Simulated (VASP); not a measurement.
# CoO (Pm-3m) in VASP: single point with PBE+U

Aim: the single point of CoO with PBE+U.

All numbers are computed with VASP 6.6.1; they aren't measurements. Logs are shortened: lines on timing, memory, paths and dates and some standing lists are left out, and cuts for length are marked.

### Step 1. The cell of the first run

The structure is cubic, space group Pm-3m (No. 221). The conventional cell has a = 2.661 Å, b = 2.661 Å, c = 2.661 Å, α = 90.00°, β = 90.00°, γ = 90.00°. Within 3.0 Å of Co (site symmetry m-3m) lie 8 O at 2.30 Å and 6 Co at 2.66 Å. O (site symmetry m-3m) has 8 Co at 2.30 Å and 6 O at 2.66 Å within 3.0 Å.

### Step 2. Single point, PBE+U

Input file INCAR:

```
SYSTEM = CoO
PREC = Accurate
ENCUT = 700
EDIFF = 1E-6
ISMEAR = 0
SIGMA = 0.02
LREAL = .FALSE.
LASPH = .TRUE.
NELM = 200
ALGO = Normal
ISIF = 2
LWAVE = .FALSE.
LCHARG = .TRUE.
LMAXMIX = 4
LDAU = .TRUE.
LDAUTYPE = 2
LDAUL = 2 -1
LDAUU = 3.32 0
LDAUJ = 0 0
LDAUPRINT = 1
GGA = PE
LELF = .TRUE.
LVHAR = .TRUE.
NBANDS = 18
GGA_COMPAT = .FALSE.
```

Input file KPOINTS:

```
Automatic mesh
0
G
  10 10 10
  0 0 0
```

Input file POSCAR:

```
CoO
1.0
    2.6612513074      0.0000000000      0.0000000000
    0.0000000000      2.6612513074      0.0000000000
    0.0000000000      0.0000000000      2.6612513074
Co O
1 1
Direct
    0.0000000000      0.0000000000      0.0000000000
    0.5000000000      0.5000000000      0.5000000000
```

Potentials or basis: VASP PAW PBE potentials, release 64 (Co_sv, O).

Command:

```sh
cat potpaw_PBE.64/Co_sv/POTCAR potpaw_PBE.64/O/POTCAR > POTCAR
mpirun -np 1 vasp_std > vasp.out
```

OUTCAR:

```text
SYSTEM = CoO
   PREC = Accurate
   ENCUT = 700
   EDIFF = 1E-6
   ISMEAR = 0
   LREAL = .FALSE.
   LASPH = .TRUE.
   NELM = 200
   ISIF = 2
   GGA = PE

 ion  position               nearest neighbor table
   1  0.000  0.000  0.000-
   2  0.500  0.500  0.500-

  LATTYP: Found a simple cubic cell.
 ALAT       =     2.6612513074

  Lattice vectors:

 A1 = (   2.6612513074,   0.0000000000,   0.0000000000)
 A2 = (   0.0000000000,   2.6612513074,   0.0000000000)
 A3 = (   0.0000000000,   0.0000000000,   2.6612513074)

Analysis of symmetry for initial positions (statically):
=====================================================================
 Subroutine PRICEL returns:
 Original cell was already a primitive cell.

 Routine SETGRP: Setting up the symmetry group for a
 simple cubic supercell.

 Subroutine GETGRP returns: Found 48 space group operations
 (whereof 48 operations were pure point group operations)
 out of a pool of 48 trial point group operations.

The static configuration has the point symmetry O_h .

Analysis of symmetry for dynamics (positions and initial velocities):
=====================================================================
 Subroutine PRICEL returns:
 Original cell was already a primitive cell.

 Routine SETGRP: Setting up the symmetry group for a
 simple cubic supercell.

 Subroutine GETGRP returns: Found 48 space group operations
 (whereof 48 operations were pure point group operations)
 out of a pool of 48 trial point group operations.

The dynamic configuration has the point symmetry O_h .

 Subroutine INISYM returns: Found 48 space group operations
 (whereof 48 operations are pure point group operations),
 and found     1 'primitive' translations

----------------------------------------------------------------------------------------

                                     Primitive cell

  volume of cell :      18.8477

  direct lattice vectors                    reciprocal lattice vectors
     2.661251307  0.000000000  0.000000000     0.375763085  0.000000000  0.000000000
     0.000000000  2.661251307  0.000000000     0.000000000  0.375763085  0.000000000
     0.000000000  0.000000000  2.661251307     0.000000000  0.000000000  0.375763085

  length of vectors
     2.661251307  2.661251307  2.661251307     0.375763085  0.375763085  0.375763085

  position of ions in fractional coordinates (direct lattice)
     0.000000000  0.000000000  0.000000000
     0.500000000  0.500000000  0.500000000

  ion indices of the primitive-cell ions
   primitive index   ion index
                 1           1
                 2           2

----------------------------------------------------------------------------------------

 KPOINTS: Automatic mesh

Automatic generation of k-mesh.
 Grid dimensions read from file:
 generate k-points for:   10   10   10

 Generating k-lattice:

  Cartesian coordinates                     Fractional coordinates (reciprocal lattice)
     0.037576308  0.000000000  0.000000000     0.100000000  0.000000000  0.000000000
     0.000000000  0.037576308  0.000000000     0.000000000  0.100000000  0.000000000
     0.000000000  0.000000000  0.037576308     0.000000000  0.000000000  0.100000000

  Length of vectors
     0.037576308  0.037576308  0.037576308

  Shift w.r.t. Gamma in fractional coordinates (k-lattice)
     0.000000000  0.000000000  0.000000000

 Subroutine IBZKPT returns following result:
 ===========================================

 Found     56 irreducible k-points:

 Following reciprocal coordinates:
            Coordinates               Weight
  0.000000  0.000000  0.000000      1.000000
  0.100000  0.000000  0.000000      6.000000
  0.200000  0.000000  0.000000      6.000000
  0.300000  0.000000  0.000000      6.000000
  0.400000  0.000000  0.000000      6.000000
  0.500000  0.000000  0.000000      3.000000
[... 16 lines left out ...]
  0.200000  0.100000  0.100000     24.000000
  0.300000  0.100000  0.100000     24.000000
 [... further k-points ...]
   k-points           NKPTS =     56   k-points in BZ     NKDIM =     56   number of bands    NBANDS=     18
   number of dos      NEDOS =    301   number of ions     NIONS =      2
   total plane-waves  NPLWV =  13824
   dimension x,y,z NGX =    24 NGY =   24 NGZ =   24
   dimension x,y,z NGXF=    48 NGYF=   48 NGZF=   48
   ions per type =               1   1
   NGX,Y,Z   is equivalent  to a cutoff of  14.99, 14.99, 14.99 a.u.
   NGXF,Y,Z  is equivalent  to a cutoff of  29.99, 29.99, 29.99 a.u.
 SYSTEM =  CoO
   PREC   = accura    normal or accurate (medium, high low for compatibility)
   ISTART =      0    job   : 0-new  1-cont  2-samecut
   ICHARG =      2    charge: 1-file 2-atom 10-const
   ISPIN  =      1    spin polarized calculation?
   LNONCOLLINEAR =      F non collinear calculations
   LSORBIT =      F    spin-orbit coupling
   LASPH  =      T    aspherical Exc in radial PAW
   ENCUT  =  700.0 eV  51.45 Ry    7.17 a.u.   5.74  5.74  5.74*2*pi/ulx,y,z
   NELM   =    200;   NELMIN=  2; NELMDL= -5     # of ELM steps
   EDIFF  = 0.1E-05   stopping-criterion for ELM
   LREAL  =      F    real-space projection
   EDIFFG = 0.1E-04   stopping-criterion for IOM
   NSW    =      0    number of steps for IOM
   IBRION =     -1    ionic relax: 0-MD 1-quasi-New 2-CG
   NFREE  =      0    steps in history (QN), initial steepest desc. (CG)
   ISIF   =      2    stress and relaxation
   ISYM   =      2    0-nonsym 1-usesym 2-fastsym
   POTIM  = 0.5000    time-step for ionic-motion
   TEBEG  =    0.0;   TEEND  =   0.0 temperature during run
   PSTRESS=    0.0 pullay stress
   NELECT =      23.0000    total number of electrons
   NUPDOWN=      -1.0000    fix difference up-down
   EMIN   =  10.00;   EMAX   =-10.00  energy-range for DOS
   EFERMI =   0.00;   METHOD = LEGACY
   ISMEAR =     0;   SIGMA  =   0.02  broadening in eV -4-tet -1-fermi 0-gaus
   EFERMI_NEDOS =   21; number of points for ismear=-14 and -15
   IALGO  =     38    algorithm
   IMIX   =      4    mixing-type and parameters
     AMIX     =   0.40;   BMIX     =  1.00
     AMIX_MAG =   1.60;   BMIX_MAG =  1.00
  volume/ion in A,a.u.               =       9.42        63.60
  Fermi-wavevector in a.u.,A,eV,Ry     =   1.749437  3.305956 41.641020  3.060529
  Thomas-Fermi vector in A             =   2.820350
   LORBIT       =      0    0 simple, 1 ext, 2 COOP (PROOUT), +10 PAW based schemes
 LDA+U is selected, type is set to LDAUTYPE =  2
   angular momentum for each species LDAUL =     2   -1
   U (eV)           for each species LDAUU =   3.3  0.0
   J (eV)           for each species LDAUJ =   0.0  0.0
   GGA     = PE    functional components
   LHFCALC =     F    Hartree Fock is set to
   AEXX    =    0.0000 exact exchange contribution
   IVDW    =     0    specifies the selected vdW correction
   LEPSILON=     F    determine dielectric tensor
   LRPA    =     F    only Hartree local field effects (RPA)
 non-spin polarized calculation
 Gauss-broadening in eV      SIGMA  =   0.02
  energy-cutoff  :      700.00
  volume of cell :       18.85
 maximum number of plane-waves:       840
 NGX is ok and might be reduce to    24
   NGX = 11   NGY = 11   NGZ = 11

atom =   1  type =  1  l = 2

 onsite density matrix

spin component  1

  0.5620 -0.0000  0.0000  0.0000 -0.0000
 -0.0000  0.5620  0.0000 -0.0000  0.0000
  0.0000  0.0000  0.8773 -0.0000 -0.0000
  0.0000 -0.0000 -0.0000  0.5620 -0.0000
 -0.0000  0.0000 -0.0000 -0.0000  0.8773

spin component  2

  0.5620 -0.0000  0.0000  0.0000 -0.0000
 -0.0000  0.5620  0.0000 -0.0000  0.0000
  0.0000  0.0000  0.8773 -0.0000 -0.0000
  0.0000 -0.0000 -0.0000  0.5620 -0.0000
 -0.0000  0.0000 -0.0000 -0.0000  0.8773

 occupancies and eigenvectors

  o =  0.5620  v =  0.0000  0.9996 -0.0000 -0.0270  0.0000  0.0000  0.0000  0.0000  0.0000  0.0000      0.0000  0.0000  0.0000  0.0000  0.0000  0.0000  0.0000  0.0000  0.0000  0.0000
  o =  0.5620  v =  0.0000  0.0000  0.0000  0.0000  0.0000  0.0000  0.9996 -0.0000 -0.0270  0.0000      0.0000  0.0000  0.0000  0.0000  0.0000  0.0000  0.0000  0.0000  0.0000  0.0000
  o =  0.5620  v =  0.0000 -0.0270 -0.0000 -0.9996  0.0000  0.0000  0.0000  0.0000  0.0000  0.0000      0.0000  0.0000  0.0000  0.0000  0.0000  0.0000  0.0000  0.0000  0.0000  0.0000
  o =  0.5620  v =  0.0000  0.0000  0.0000  0.0000  0.0000  0.0000 -0.0270 -0.0000 -0.9996  0.0000      0.0000  0.0000  0.0000  0.0000  0.0000  0.0000  0.0000  0.0000  0.0000  0.0000
  o =  0.5620  v =  1.0000  0.0000  0.0000  0.0000  0.0000  0.0000  0.0000  0.0000  0.0000  0.0000      0.0000  0.0000  0.0000  0.0000  0.0000  0.0000  0.0000  0.0000  0.0000  0.0000
  o =  0.5620  v =  0.0000  0.0000  0.0000  0.0000  0.0000  1.0000  0.0000  0.0000  0.0000  0.0000      0.0000  0.0000  0.0000  0.0000  0.0000  0.0000  0.0000  0.0000  0.0000  0.0000
  o =  0.8773  v =  0.0000  0.0000  0.0000  0.0000  0.0000  0.0000 -0.0000 -0.0253 -0.0000 -0.9997      0.0000  0.0000  0.0000  0.0000  0.0000  0.0000  0.0000  0.0000  0.0000  0.0000
  o =  0.8773  v =  0.0000 -0.0000 -0.0253 -0.0000 -0.9997  0.0000  0.0000  0.0000  0.0000  0.0000      0.0000  0.0000  0.0000  0.0000  0.0000  0.0000  0.0000  0.0000  0.0000  0.0000
  o =  0.8773  v =  0.0000  0.0000  0.0000  0.0000  0.0000  0.0000 -0.0000 -0.9997  0.0000  0.0253      0.0000  0.0000  0.0000  0.0000  0.0000  0.0000  0.0000  0.0000  0.0000  0.0000
  o =  0.8773  v =  0.0000 -0.0000 -0.9997  0.0000  0.0253  0.0000  0.0000  0.0000  0.0000  0.0000      0.0000  0.0000  0.0000  0.0000  0.0000  0.0000  0.0000  0.0000  0.0000  0.0000

 number of electron      22.9999969 magnetization

 Free energy of the ion-electron system (eV)
  ---------------------------------------------------
  ext. energy  EPLUGINS =         0.00000000
  ---------------------------------------------------
  free energy    TOTEN  =        -8.35937113 eV

  energy without entropy =       -8.35892908  energy(sigma->0) =       -8.35915011

 E-fermi :   8.6245     XC(G=0): -12.9566

 val. band max:        8.6182233471   @ k =   0.3000   0.0000   0.0000
 cond. band min:       8.6287012377   @ k =   0.5000   0.2000   0.0000
 fundamental gap:      0.0104778906
 Fermi energy:         8.6245491381

 k-point     1 :       0.0000    0.0000    0.0000
  band No.  band energies     occupation
      1     -85.5768      2.00000
      2     -48.8543      2.00000
      3     -48.8543      2.00000
      4     -48.8543      2.00000
      5     -11.2636      2.00000
      6       5.4992      2.00000
[... 10 lines left out ...]
     17      28.4261      0.00000
     18      28.4261      0.00000

 k-point     2 :       0.1000    0.0000    0.0000
  band No.  band energies     occupation
      1     -85.5761      2.00000
      2     -48.8630      2.00000
      3     -48.8539      2.00000
      4     -48.8539      2.00000
      5     -11.1741      2.00000
      6       4.7457      2.00000
[... 10 lines left out ...]
     17      28.2812      0.00000
     18      28.2812      0.00000

 k-point     3 :       0.2000    0.0000    0.0000
  band No.  band energies     occupation
      1     -85.5742      2.00000
      2     -48.8852      2.00000
      3     -48.8522      2.00000
      4     -48.8522      2.00000
      5     -10.9285      2.00000
      6       3.3527      2.00000
[... 10 lines left out ...]
     17      27.8376      0.00000
     18      27.8376      0.00000

 k-point     4 :       0.3000    0.0000    0.0000
  band No.  band energies     occupation
      1     -85.5718      2.00000
      2     -48.9124      2.00000
      3     -48.8500      2.00000
      4     -48.8500      2.00000
      5     -10.5976      2.00000
      6       2.0089      2.00000
[... 375 lines left out ...]
      4     -48.8613      2.00000
      5     -11.0028      2.00000
      6       4.7214      2.00000
[... 10 lines left out ...]
     17      26.9303      0.00000
     18      29.5472      0.00000

 k-point    23 :       0.2000    0.1000    0.1000
  band No.  band energies     occupation
      1     -85.5727      2.00000
      2     -48.8838      2.00000
      3     -48.8601      2.00000
      4     -48.8596      2.00000
      5     -10.7715      2.00000
      6       3.4885      2.00000
[... 10 lines left out ...]
     17      26.5396      0.00000
     18      28.5294      0.00000

 k-point    24 :       0.3000    0.1000    0.1000
  band No.  band energies     occupation
      1     -85.5704      2.00000
      2     -48.9109      2.00000
      3     -48.8579      2.00000
      4     -48.8574      2.00000
      5     -10.4614      2.00000
      6       2.2337      2.00000
[... 10 lines left out ...]
     17      26.5864      0.00000
     18      27.2355      0.00000

 [... further k-points ...]

------------------------ aborting loop because EDIFF is reached ----------------------------------------

  FORCE on cell =-STRESS in cart. coord.  units (eV):
  Direction    XX          YY          ZZ          XY          YZ          ZX
  --------------------------------------------------------------------------------------
  -------------------------------------------------------------------------------------
  Total       -2.4065296     -2.4065296     -2.4065296     -0.0000000     -0.0000000      0.0000000
  in kB     -204.5710304   -204.5710304   -204.5710304     -0.0000000     -0.0000000      0.0000000
  external PRESSURE =    -204.5710304 kB  Pullay stress =       0.0000000 kB

 VOLUME and BASIS-vectors are now :
 -----------------------------------------------------------------------------
  energy-cutoff  :      700.00
  volume of cell :       18.85
      direct lattice vectors                 reciprocal lattice vectors
     2.661251307  0.000000000  0.000000000     0.375763085  0.000000000  0.000000000
     0.000000000  2.661251307  0.000000000     0.000000000  0.375763085  0.000000000
     0.000000000  0.000000000  2.661251307     0.000000000  0.000000000  0.375763085

 POSITION                                       TOTAL-FORCE (eV/Angst)
 -----------------------------------------------------------------------------------
      0.00000      0.00000      0.00000         0.000000      0.000000      0.000000
      1.33063      1.33063      1.33063         0.000000      0.000000      0.000000
 -----------------------------------------------------------------------------------
    total drift:                                0.000000      0.000000     -0.000000

  FREE ENERGIE OF THE ION-ELECTRON SYSTEM (eV)
  ---------------------------------------------------
  free  energy   TOTEN  =        -8.3593711339 eV

  energy  without entropy=       -8.3589290840  energy(sigma->0) =       -8.35915011
```

Wall time 33 s (1 thread of Intel Xeon Platinum 8259CL at 2.50GHz (Skylake/Cascade Lake), shared host); peak memory 0.15 GiB.

What came out:

- Free energy: -8.3594 eV
- Pressure: -20.5 GPa
- Band gap on the k mesh: zero (an odd number of electrons rules out a gap without spin polarisation)

Eigenvalues of the final occupation matrices:
```tsv
site	spin	trace	eigenvalues
site 1 d	1	3.44	0.56 0.56 0.56 0.88 0.88
site 1 d	2	3.44	0.56 0.56 0.56 0.88 0.88
```

Caveat: the cell stands under tension; an odd number of electrons without spin polarisation forces a metal; a magnetic or distorted state may lie lower; the run has no spin polarisation, though such a crystal can be magnetic; U without spin polarisation on a metal has little footing. Spin polarisation is off, so any magnetic state and its effect on volume and gap are missing.
